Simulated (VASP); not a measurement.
Set up this calculation in VASP 6.6.1, as the native input.

| Quantity | Value |
| --- | --- |
| Task | single point |
| Functional | PBE |
| Potentials or basis | VASP PAW PBE potentials, release 64 (Ta_pv) |
| Cutoff | 500 eV |
| k mesh | 12 × 12 × 12 |
| Occupations | fermi-dirac, width 0.1 eV |
| Spin | no spin polarisation |
| Dipole correction | no |
| Further INCAR settings | ALGO = Normal; EDIFF = 1e-06; NBANDS = 12 |

The structure of Ta lies in POSCAR:

```
Ta
1.0
   -1.6600000000      1.6600000000      1.6600000000
    1.6600000000     -1.6600000000      1.6600000000
    1.6600000000      1.6600000000     -1.6600000000
Ta
1
Direct
    0.0000000000      0.0000000000      0.0000000000
```

These files were run (other wordings do the same):

INCAR

```
PREC = Accurate ; ENCUT = 500
EDIFF = 1E-6 ; ISMEAR = -1
SIGMA = 0.1 ; LREAL = F
LASPH = T ; NELM = 120
ALGO = Normal ; ISIF = 2
LWAVE = F ; LCHARG = F
GGA = PE ; NBANDS = 12
GGA_COMPAT = F
```

KPOINTS

```
Automatic mesh
0
Gamma
  12 12 12
```

Potentials or basis: VASP PAW PBE potentials, release 64 (Ta_pv).

Run with:

```console
$ cat potpaw_PBE.64/Ta_pv/POTCAR > POTCAR
$ mpirun -np 1 vasp_std > vasp.out
```

It gave:

* Pressure: 0.0 GPa
* Band gap on the k mesh: zero (an odd number of electrons rules out a gap without spin polarisation)

Caveat: spin-orbit coupling is left out, which moves the levels of the heavy elements.

Run time: 13 s on 1 thread of Intel(R) Xeon(R) Platinum 8259CL CPU @ 2.50GHz (Skylake/Cascade Lake), with other jobs on the host, peak memory 0.15 GiB.
